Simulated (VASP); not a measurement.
# Sr2MnF4 (I4/mmm) in VASP: single point with r2SCAN+U

Aim: the single point of Sr2MnF4 with r2SCAN+U.

All numbers are computed with VASP 6.6.1; they aren't measurements. Logs are shortened: lines on timing, memory, paths and dates and some standing lists are left out, and cuts for length are marked.

### 1 The cell of the first run

It takes space group I4/mmm (No. 139, tetragonal). The conventional cell has a = 4.076 Å, b = 4.076 Å, c = 12.651 Å, α = 90.00°, β = 90.00°, γ = 90.00°. Within 2.6 Å of F (site symmetry 4mm) lie 1 Mn at 1.94 Å and 1 Sr at 2.53 Å. Within 2.9 Å of F (site symmetry mmm) lie 2 Mn at 2.04 Å and 4 Sr at 2.76 Å and 8 F at 2.81 to 2.88 Å. Within 3.5 Å of Sr (site symmetry 4mm) lie 9 F at 2.53 to 2.88 Å and 4 Mn at 3.43 Å. Mn (site symmetry 4/mmm) has 6 F at 1.94 to 2.04 Å within 2.6 Å.

### 2 Single point, r2SCAN+U

The input, POSCAR:

```
Sr2MnF4
1.0
    0.0000000000      4.0760843300      0.0000000000
    4.0760843300      0.0000000000      0.0000000000
    2.0380426700      2.0380426700     -6.3256546300
F Sr Mn
4 2 1
Direct
    0.1530000000      0.1530000000      0.6940000000
    0.8470000000      0.8470000000      0.3060000000
    0.0000000000      0.5000000000      0.0000000000
    0.5000000000      0.0000000000      0.0000000000
    0.3530000000      0.3530000000      0.2940000000
    0.6470000000      0.6470000000      0.7060000000
    0.0000000000      0.0000000000      0.0000000000
```

The input, INCAR.step1:

```
SYSTEM = Sr2MnF4
PREC     = Accurate       ! precision mode
ENCUT    = 520            ! plane-wave cutoff, eV
ISMEAR   = -1             ! smearing method
SIGMA    = 0.1            ! smearing width, eV
LREAL    = .FALSE.        ! projectors in reciprocal space
LASPH    = .TRUE.         ! aspherical terms in the spheres
NELM     = 150            ! most SCF steps
LMAXMIX  = 4              ! l up to which the mixer works
LDAU     = .TRUE.         ! DFT+U
LDAUTYPE = 1            
LDAUL    = -1 -1 2        ! shell
LDAUU    = 0 0 2.89       ! U, eV
LDAUJ    = 0 0 0.41     
NBANDS   = 40             ! bands
GGA      = PE             ! functional
ALGO     = Normal         ! electronic algorithm
EDIFF    = 1E-4           ! SCF threshold, eV
LWAVE    = .TRUE.         ! write WAVECAR
LCHARG   = .FALSE.        ! write CHGCAR
```

The input, INCAR.step2:

```
SYSTEM = Sr2MnF4
PREC     = Accurate       ! precision mode
ENCUT    = 520            ! plane-wave cutoff, eV
EDIFF    = 1E-6           ! SCF threshold, eV
ISMEAR   = -1             ! smearing method
SIGMA    = 0.1            ! smearing width, eV
LREAL    = .FALSE.        ! projectors in reciprocal space
LASPH    = .TRUE.         ! aspherical terms in the spheres
NELM     = 150            ! most SCF steps
ALGO     = Normal         ! electronic algorithm
ISIF     = 2              ! what is computed and relaxed
LWAVE    = .FALSE.        ! write WAVECAR
LCHARG   = .FALSE.        ! write CHGCAR
LMAXMIX  = 4              ! l up to which the mixer works
LDAU     = .TRUE.         ! DFT+U
LDAUTYPE = 1            
LDAUL    = -1 -1 2        ! shell
LDAUU    = 0 0 2.89       ! U, eV
LDAUJ    = 0 0 0.41     
LDAUPRINT= 1            
METAGGA  = R2SCAN         ! meta-GGA
LMIXTAU  = .TRUE.       
NBANDS   = 40             ! bands
ISTART   = 1
```

The input, KPOINTS:

```
regular mesh
0
G
  5 5 5
  0 0 0
```

Potentials or basis: VASP PAW PBE potentials, release 64 (F, Sr_sv, Mn_pv).

Launch:

```console
$ cat potpaw_PBE.64/F/POTCAR potpaw_PBE.64/Sr_sv/POTCAR potpaw_PBE.64/Mn_pv/POTCAR > POTCAR
$ cp INCAR.step1 INCAR
$ mpirun -np 1 vasp_std > vasp.out
$ cp INCAR.step2 INCAR
$ mpirun -np 1 vasp_std > vasp.out
```

OUTCAR:

```text
SYSTEM = Sr2MnF4
   PREC = Accurate
   ENCUT = 520
   EDIFF = 1E-6
   ISMEAR = -1
   LREAL = .FALSE.
   LASPH = .TRUE.
   NELM = 150
   ISIF = 2
   METAGGA = R2SCAN
   ISTART = 1

 ion  position               nearest neighbor table
   1  0.153  0.153  0.694-   7 1.94   5 2.53   6 2.88   6 2.88   6 2.88   6 2.88
   2  0.847  0.847  0.306-   7 1.94   6 2.53   5 2.88   5 2.88   5 2.88   5 2.88
   3  0.000  0.500  0.000-   7 2.04   7 2.04   6 2.76   5 2.76   6 2.76   5 2.76
   4  0.500  0.000  0.000-   7 2.04   7 2.04   5 2.76   6 2.76   6 2.76   5 2.76
   5  0.353  0.353  0.294-   1 2.53   4 2.76   3 2.76   3 2.76   4 2.76   2 2.88   2 2.88   2 2.88
                             2 2.88   7 3.43   7 3.43   7 3.43   7 3.43   6 3.72   6 3.89   6 3.89
   6  0.647  0.647  0.706-   2 2.53   4 2.76   3 2.76   3 2.76   4 2.76   1 2.88   1 2.88   1 2.88
                             1 2.88   7 3.43   7 3.43   7 3.43   7 3.43   5 3.72   5 3.89   5 3.89
   7  0.000  0.000  0.000-   1 1.94   2 1.94   3 2.04   4 2.04   3 2.04   4 2.04   6 3.43   5 3.43
                             5 3.43   6 3.43   5 3.43   6 3.43   6 3.43   5 3.43

  LATTYP: Found a body centered tetragonal cell.
 ALAT       =     4.0760843300
 C/A-ratio  =     3.1037898718

  Lattice vectors:

 A1 = (  -2.0380426700,   2.0380416600,   6.3256546300)
 A2 = (   2.0380416600,  -2.0380426700,   6.3256546300)
 A3 = (   2.0380426700,   2.0380426700,  -6.3256546300)

Analysis of symmetry for initial positions (statically):
=====================================================================
 Subroutine PRICEL returns:
 Original cell was already a primitive cell.

 Routine SETGRP: Setting up the symmetry group for a
 body centered tetragonal supercell.

 Subroutine GETGRP returns: Found 16 space group operations
 (whereof 16 operations were pure point group operations)
 out of a pool of 16 trial point group operations.

The static configuration has the point symmetry D_4h.

Analysis of symmetry for dynamics (positions and initial velocities):
=====================================================================
 Subroutine PRICEL returns:
 Original cell was already a primitive cell.

 Routine SETGRP: Setting up the symmetry group for a
 body centered tetragonal supercell.

 Subroutine GETGRP returns: Found 16 space group operations
 (whereof 16 operations were pure point group operations)
 out of a pool of 16 trial point group operations.

The dynamic configuration has the point symmetry D_4h.

 Subroutine INISYM returns: Found 16 space group operations
 (whereof 16 operations are pure point group operations),
 and found     1 'primitive' translations

----------------------------------------------------------------------------------------

                                     Primitive cell

  volume of cell :     105.0974

  direct lattice vectors                    reciprocal lattice vectors
     0.000000000  4.076084330  0.000000000     0.000000000  0.245333491  0.079043222
     4.076084330  0.000000000  0.000000000     0.245333491  0.000000000  0.079043222
     2.038042670  2.038042670 -6.325654630     0.000000000  0.000000000 -0.158086405

  length of vectors
     4.076084330  4.076084330  6.951341047     0.257752503  0.257752503  0.158086405

  position of ions in fractional coordinates (direct lattice)
     0.153000000  0.153000000  0.694000000
     0.847000000  0.847000000  0.306000000
     0.000000000  0.500000000  0.000000000
     0.500000000  0.000000000  0.000000000
     0.353000000  0.353000000  0.294000000
     0.647000000  0.647000000  0.706000000
     0.000000000  0.000000000  0.000000000

  ion indices of the primitive-cell ions
   primitive index   ion index
                 1           1
                 2           2
                 3           3
                 4           4
                 5           5
                 6           6
[... 62 lines left out ...]
   LSORBIT =      F    spin-orbit coupling
   LASPH  =      T    aspherical Exc in radial PAW
   ENCUT  =  520.0 eV  38.22 Ry    6.18 a.u.   7.58  7.58 12.92*2*pi/ulx,y,z
   NELM   =    150;   NELMIN=  2; NELMDL=  0     # of ELM steps
   EDIFF  = 0.1E-05   stopping-criterion for ELM
   LREAL  =      F    real-space projection
   EDIFFG = 0.1E-04   stopping-criterion for IOM
   NSW    =      0    number of steps for IOM
   IBRION =     -1    ionic relax: 0-MD 1-quasi-New 2-CG
   NFREE  =      0    steps in history (QN), initial steepest desc. (CG)
   ISIF   =      2    stress and relaxation
   ISYM   =      2    0-nonsym 1-usesym 2-fastsym
   POTIM  = 0.5000    time-step for ionic-motion
   TEBEG  =    0.0;   TEEND  =   0.0 temperature during run
   PSTRESS=    0.0 pullay stress
   NELECT =      61.0000    total number of electrons
   NUPDOWN=      -1.0000    fix difference up-down
   EMIN   =  10.00;   EMAX   =-10.00  energy-range for DOS
   EFERMI =   0.00;   METHOD = LEGACY
   ISMEAR =    -1;   SIGMA  =   0.10  broadening in eV -4-tet -1-fermi 0-gaus
   EFERMI_NEDOS =   21; number of points for ismear=-14 and -15
   IALGO  =     38    algorithm
   IMIX   =      4    mixing-type and parameters
     AMIX     =   0.40;   BMIX     =  1.00
     AMIX_MAG =   1.60;   BMIX_MAG =  1.00
  volume/ion in A,a.u.               =      15.01       101.32
  Fermi-wavevector in a.u.,A,eV,Ry     =   1.365592  2.580594 25.372695  1.864840
  Thomas-Fermi vector in A             =   2.491807
   LORBIT       =      0    0 simple, 1 ext, 2 COOP (PROOUT), +10 PAW based schemes
 LDA+U is selected, type is set to LDAUTYPE =  1
   angular momentum for each species LDAUL =    -1   -1    2
   U (eV)           for each species LDAUU =   0.0  0.0  2.9
   J (eV)           for each species LDAUJ =   0.0  0.0  0.4
   METAGGA = R2SCAN    functional components
   LHFCALC =     F    Hartree Fock is set to
   AEXX    =    0.0000 exact exchange contribution
   IVDW    =     0    specifies the selected vdW correction
   LEPSILON=     F    determine dielectric tensor
   LRPA    =     F    only Hartree local field effects (RPA)
 non-spin polarized calculation
  energy-cutoff  :      520.00
  volume of cell :      105.10
 maximum number of plane-waves:      2850
 NGX is ok and might be reduce to    30
   NGX = 15   NGY = 15   NGZ = 25

atom =   7  type =  3  l = 2

 onsite density matrix

spin component  1

  0.8847 -0.0000 -0.0000 -0.0000  0.0000
 -0.0000  0.8560  0.0000  0.0000  0.0000
 -0.0000  0.0000  0.0959  0.0000 -0.0000
 -0.0000  0.0000  0.0000  0.8560 -0.0000
  0.0000  0.0000 -0.0000 -0.0000  0.0688

spin component  2

  0.8847 -0.0000 -0.0000 -0.0000  0.0000
 -0.0000  0.8560  0.0000  0.0000  0.0000
 -0.0000  0.0000  0.0959  0.0000 -0.0000
 -0.0000  0.0000  0.0000  0.8560 -0.0000
  0.0000  0.0000 -0.0000 -0.0000  0.0688

 occupancies and eigenvectors

  o =  0.0688  v = -0.0000 -0.0000  0.0000  0.0000  1.0000  0.0000  0.0000  0.0000  0.0000  0.0000      0.0000  0.0000  0.0000  0.0000  0.0000  0.0000  0.0000  0.0000  0.0000  0.0000
  o =  0.0688  v =  0.0000  0.0000  0.0000  0.0000  0.0000 -0.0000 -0.0000  0.0000  0.0000  1.0000      0.0000  0.0000  0.0000  0.0000  0.0000  0.0000  0.0000  0.0000  0.0000  0.0000
  o =  0.0959  v = -0.0000  0.0000 -1.0000  0.0000  0.0000  0.0000  0.0000  0.0000  0.0000  0.0000      0.0000  0.0000  0.0000  0.0000  0.0000  0.0000  0.0000  0.0000  0.0000  0.0000
  o =  0.0959  v =  0.0000  0.0000  0.0000  0.0000  0.0000 -0.0000  0.0000 -1.0000  0.0000  0.0000      0.0000  0.0000  0.0000  0.0000  0.0000  0.0000  0.0000  0.0000  0.0000  0.0000
  o =  0.8560  v =  0.0000  0.0000  0.0000  0.0000  0.0000 -0.0000 -0.7072 -0.0000 -0.7070 -0.0000      0.0000  0.0000  0.0000  0.0000  0.0000  0.0000  0.0000  0.0000  0.0000  0.0000
  o =  0.8560  v = -0.0000 -0.7072 -0.0000 -0.7070 -0.0000  0.0000  0.0000  0.0000  0.0000  0.0000      0.0000  0.0000  0.0000  0.0000  0.0000  0.0000  0.0000  0.0000  0.0000  0.0000
  o =  0.8560  v =  0.0000 -0.7070  0.0000  0.7072 -0.0000  0.0000  0.0000  0.0000  0.0000  0.0000      0.0000  0.0000  0.0000  0.0000  0.0000  0.0000  0.0000  0.0000  0.0000  0.0000
  o =  0.8560  v =  0.0000  0.0000  0.0000  0.0000  0.0000  0.0000 -0.7070  0.0000  0.7072 -0.0000      0.0000  0.0000  0.0000  0.0000  0.0000  0.0000  0.0000  0.0000  0.0000  0.0000
  o =  0.8847  v =  0.0000  0.0000  0.0000  0.0000  0.0000  1.0000 -0.0000 -0.0000 -0.0000  0.0000      0.0000  0.0000  0.0000  0.0000  0.0000  0.0000  0.0000  0.0000  0.0000  0.0000
  o =  0.8847  v =  1.0000 -0.0000 -0.0000 -0.0000  0.0000  0.0000  0.0000  0.0000  0.0000  0.0000      0.0000  0.0000  0.0000  0.0000  0.0000  0.0000  0.0000  0.0000  0.0000  0.0000

 number of electron      61.0000013 magnetization

 Free energy of the ion-electron system (eV)
  ---------------------------------------------------
  ext. energy  EPLUGINS =         0.00000000
  ---------------------------------------------------
  free energy    TOTEN  =       -72.66434576 eV

  energy without entropy =      -72.59204211  energy(sigma->0) =      -72.62819394

 E-fermi :   6.2624     XC(G=0): -10.6523

 val. band max:        6.1952512982   @ k =  -0.2000   0.0000   0.4000
 cond. band min:       6.2703739693   @ k =   0.4000   0.0000   0.2000
 fundamental gap:      0.0751226711
 Fermi energy:         6.2624374273

 k-point     1 :       0.0000    0.0000    0.0000
  band No.  band energies     occupation
      1     -42.1427      2.00000
      2     -42.1052      2.00000
      3     -42.1037      2.00000
      4     -32.8032      2.00000
      5     -32.7439      2.00000
      6     -22.5695      2.00000
[... 763 lines left out ...]
     39       9.5522      0.00000
     40      10.2442      0.00000

------------------------ aborting loop because EDIFF is reached ----------------------------------------

  FORCE on cell =-STRESS in cart. coord.  units (eV):
  Direction    XX          YY          ZZ          XY          YZ          ZX
  --------------------------------------------------------------------------------------
  -------------------------------------------------------------------------------------
  Total        1.7932195      1.7932195      6.5263077      0.0000000     -0.0000005     -0.0000005
  in kB       27.3370879     27.3370879     99.4915800      0.0000000     -0.0000079     -0.0000079
  external PRESSURE =      51.3885852 kB  Pullay stress =       0.0000000 kB

 VOLUME and BASIS-vectors are now :
 -----------------------------------------------------------------------------
  energy-cutoff  :      520.00
  volume of cell :      105.10
      direct lattice vectors                 reciprocal lattice vectors
     0.000000000  4.076084330  0.000000000     0.000000000  0.245333491  0.079043222
     4.076084330  0.000000000  0.000000000     0.245333491  0.000000000  0.079043222
     2.038042670  2.038042670 -6.325654630     0.000000000  0.000000000 -0.158086405

 POSITION                                       TOTAL-FORCE (eV/Angst)
 -----------------------------------------------------------------------------------
      2.03804      2.03804     -4.39000        -0.000000     -0.000000      1.850171
      4.07608      4.07608     -1.93565         0.000000      0.000000     -1.850171
      2.03804      0.00000      0.00000         0.000000      0.000000      0.000000
      0.00000      2.03804      0.00000         0.000000     -0.000000      0.000000
      2.03804      2.03804     -1.85974        -0.000000     -0.000000      0.321568
      4.07608      4.07608     -4.46591         0.000000      0.000000     -0.321568
      0.00000      0.00000      0.00000        -0.000000     -0.000000      0.000000
 -----------------------------------------------------------------------------------
    total drift:                               -0.000000     -0.000000     -0.000000

  FREE ENERGIE OF THE ION-ELECTRON SYSTEM (eV)
  ---------------------------------------------------
  free  energy   TOTEN  =       -72.6643457597 eV

  energy  without entropy=      -72.5920421113  energy(sigma->0) =      -72.62819394
```

Run time: 9.7 min. Hardware: 1 thread of Intel Xeon 8259CL, shared host; peak memory 0.27 GiB.

Results:

```yaml
Free_energy: -72.6643 eV
Pressure: 5.1 GPa
Largest_force: 1.850 eV/Å
Band_gap_on_the_k_mesh: zero (an odd number of electrons rules out a gap without spin polarisation)
```

Forces on the atoms (eV/Å):
```
F    0.000  0.000  1.850
F    0.000  0.000 -1.850
F    0.000  0.000  0.000
F    0.000  0.000  0.000
Sr   0.000  0.000  0.322
Sr   0.000  0.000 -0.322
Mn   0.000  0.000  0.000
```

Stress tensor (GPa, compression positive):
```
2.73 0.00 0.00
0.00 2.73 0.00
0.00 0.00 9.95
```

Levels at points of the mesh, in eV from the Fermi level:
```
           k point  band 26  band 27  band 28  band 29  band 30  band 31  band 32  band 33  band 34  band 35
(0.00, 0.00, 0.00)    -8.05    -8.05    -1.65    -1.52    -1.02    -1.02     0.08     1.46     1.50     1.90
```

Eigenvalues of the final occupation matrices:
| site | spin | trace | eigenvalues |
| --- | --- | --- | --- |
| site 7 d | 1 | 2.76 | 0.07 0.10 0.86 0.86 0.88 |
| site 7 d | 2 | 2.76 | 0.07 0.10 0.86 0.86 0.88 |

Caveat: the cell stands under pressure; the PAW data sets were made with another functional, which shifts forces and pressure a little; an odd number of electrons without spin polarisation forces a metal; a magnetic or distorted state may lie lower; the run has no spin polarisation, though such a crystal can be magnetic; U without spin polarisation on a metal has little footing. Spin polarisation is off, so any magnetic state and its effect on volume and gap are missing.
